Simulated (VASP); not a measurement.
**Al2Cu (sol): single point with PBEsol**

The system is Al2Cu (sol).

```xyz
3
Lattice="4.0849 0.0000 0.0000 0.0000 4.0849 0.0000 0.0000 0.0000 2.8464" Properties=species:S:1:pos:R:3 pbc="T T T"
Al    2.0424    0.0000    1.4232
Al    0.0000    2.0424    1.4232
Cu    0.0000    0.0000    0.0000
```

* Program: VASP 6.6.1
* Task: single point
* Functional: PBEsol
* Potentials or basis: VASP PAW PBE potentials, release 64 (Al, Cu)
* Cutoff: 520 eV
* k mesh: 10 × 10 × 14
* Occupations: gaussian, width 0.1 eV
* Spin: no spin polarisation

```
Pressure : 0.2 GPa
```

Levels at points of the mesh, in eV from the Fermi level:
```csv
k point,band 5,band 6,band 7,band 8,band 9,band 10,band 11,band 12,band 13,band 14
"(0.00, 0.00, 0.00)",-4.11,-4.11,-2.46,-2.46,-0.08,0.83,6.17,6.17,6.33,7.05
"(0.50, 0.00, 0.00)",-4.41,-4.14,-4.11,-1.14,1.55,1.69,1.92,7.73,8.37,9.40
"(0.50, 0.50, 0.00)",-4.46,-4.30,-4.14,-4.14,-2.47,8.58,8.58,9.62,9.97,10.18
"(0.00, 0.00, 0.50)",-4.86,-4.14,-3.01,2.52,2.64,2.64,2.73,2.73,3.15,3.89
"(0.50, 0.00, 0.50)",-4.23,-4.21,-3.12,-2.46,-1.64,3.75,3.98,4.49,5.11,6.06
"(0.50, 0.50, 0.50)",-3.98,-3.51,-2.31,-2.31,-0.84,-0.83,0.05,0.05,2.36,11.79
```

It took 59 s on 1 thread of Intel(R) Xeon(R) Platinum 8488C (Sapphire Rapids), on a shared host, peak memory 0.24 GiB.

Caveat: the PAW data sets were made with another functional, which shifts forces and pressure a little.
